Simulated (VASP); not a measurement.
Set up this calculation in VASP 6.6.1, as the native input.

* Task: single point
* Functional: PBEsol
* Dispersion: D3(BJ)
* Potentials or basis: VASP PAW PBE potentials, release 64 (Cd, S)
* Cutoff: 520 eV
* k mesh: 7 × 7 × 4
* Occupations: fermi-dirac, width 0.05 eV
* Spin: no spin polarisation
* Dipole correction: no
* Further INCAR settings: ALGO = Normal; EDIFF = 1e-06; NBANDS = 26

The structure of CdS (Greenockite) lies in POSCAR:

```
CdS
1.0
    4.0829611452      0.0000000000      0.0000000000
   -2.0414805726      3.5359480744      0.0000000000
    0.0000000000      0.0000000000      6.6510025583
Cd S
2 2
Direct
    0.6666666667      0.3333333333      0.4994912972
    0.3333333333      0.6666666667     -0.0005087028
    0.6666666667      0.3333333333      0.8755087028
    0.3333333333      0.6666666667      0.3755087028
```

These files were run (other wordings do the same):

INCAR

```
  PREC = Accurate
  ENCUT = 520
  EDIFF = 1E-6
  ISMEAR = -1
  SIGMA = 0.05
  LREAL = False
  LASPH = True
  NELM = 100
  ALGO = Normal
  ISIF = 2
  LWAVE = False
  LCHARG = False
  GGA = PS
  IVDW = 12
  NBANDS = 26
```

KPOINTS

```
regular mesh
0
Gamma
  7 7 4
```

Potentials or basis: VASP PAW PBE potentials, release 64 (Cd, S).

Run with:

```bash
$ cat potpaw_PBE.64/Cd/POTCAR potpaw_PBE.64/S/POTCAR > POTCAR
$ mpirun -np 1 vasp_std > vasp.out
```

Results of the run:

The pressure is 0.4 GPa, the largest force is 0.005 eV/Å and the band gap on the k mesh is 1.16 eV, direct. The dispersion energy per atom is -0.281 eV.

Caveat: the PAW data sets were made with another functional, which shifts forces and pressure a little.

Wall time 31 s on 1 thread of AMD EPYC 9R45 96-Core Processor (Zen 5), with other jobs on the host, peak memory 0.19 GiB.
